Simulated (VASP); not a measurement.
Runs of VASP 6.6.1 on MgO. The structure is that of space group P6_3/mmc (No. 194), or close to it. The cells are those of the table. 

```csv
task,level,potentials or basis,cell,k mesh,cutoff (eV),smearing,mended,gap on the mesh (eV),pressure (GPa)
dielectric tensor,PBE,"VASP PAW PBE potentials, release 64 (Mg, O)","a = 3.484, b = 3.484, c = 4.185 Å, angles 90.0, 90.0, 120.0°, 4 atoms",9 × 9 × 6,520,gaussian 0.01 eV,-,(a),-
dielectric tensor,r2SCAN,"VASP PAW PBE potentials, release 64 (Mg, O)","a = 3.484, b = 3.484, c = 4.185 Å, angles 90.0, 90.0, 120.0°, 4 atoms",9 × 9 × 6,520,gaussian 0.01 eV,-,4.08,-
single point,LDA,"VASP PAW LDA potentials, release 64 (Mg_sv, O)","a = 3.484, b = 3.484, c = 4.185 Å, angles 90.0, 90.0, 120.0°, 4 atoms",12 × 12 × 6,750,gaussian 0.01 eV,yes,(b),-4.1
relaxation of cell and atoms,PBEsol,"VASP PAW PBE potentials, release 64 (Mg, O)","relaxed from a = 3.521, b = 3.521, c = 4.238 Å, angles 90.0, 90.0, 120.0°, 4 atoms",12 × 12 × 6,600,fermi-dirac 0.02 eV,-,3.29,0.0
single point,r2SCAN,"VASP PAW PBE potentials, release 64 (Mg_sv, O)","a = 3.484, b = 3.484, c = 4.185 Å, angles 90.0, 90.0, 120.0°, 4 atoms",12 × 12 × 6,750,fermi-dirac 0.02 eV,yes,4.10,0.0
```

Alike in all rows: no spin polarisation.

Fill in the values left out.

(a) 3.43; (b) 3.34.

Caveats: the PAW data sets were made with another functional, which shifts forces and pressure a little (at least some runs); the cell stands under tension (at least some runs).

A k mesh can miss the band edges.

The runs don't all hold the same shells in valence.
